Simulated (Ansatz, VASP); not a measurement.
# Two plane-wave programs on Rh

```
Rh
1.0
     2.66697    0.00000    0.00000
    -1.33349    2.30967    0.00000
     0.00000    0.00000    4.29800
Rh
2
Direct
  0.33333 0.66667 0.25000
  0.66667 0.33333 0.75000
```

Alike in both runs: task single point; functional r2SCAN; k mesh 15 × 15 × 8; occupations fermi-dirac, width 0.1 eV; no spin polarisation.

|  | VASP | Ansatz |
| --- | --- | --- |
| version | VASP 6.6.1 | Ansatz 0.2.0 |
| potentials or method | VASP PAW PBE potentials, release 64 (Rh_pv), cutoff 520 eV | plane waves (500 eV) with PAW, scalar-relativistic |
| valence electrons in the cell | 30 | 34 |

```csv
,VASP,Ansatz,Ansatz less VASP
pressure (GPa),14.0,12.5,-1.48
```

VASP's potentials were made for PBE, not for r2SCAN. VASP's potentials hold 30 valence electrons a cell and Ansatz's 34, so a difference there can come from the potentials and not from the codes.
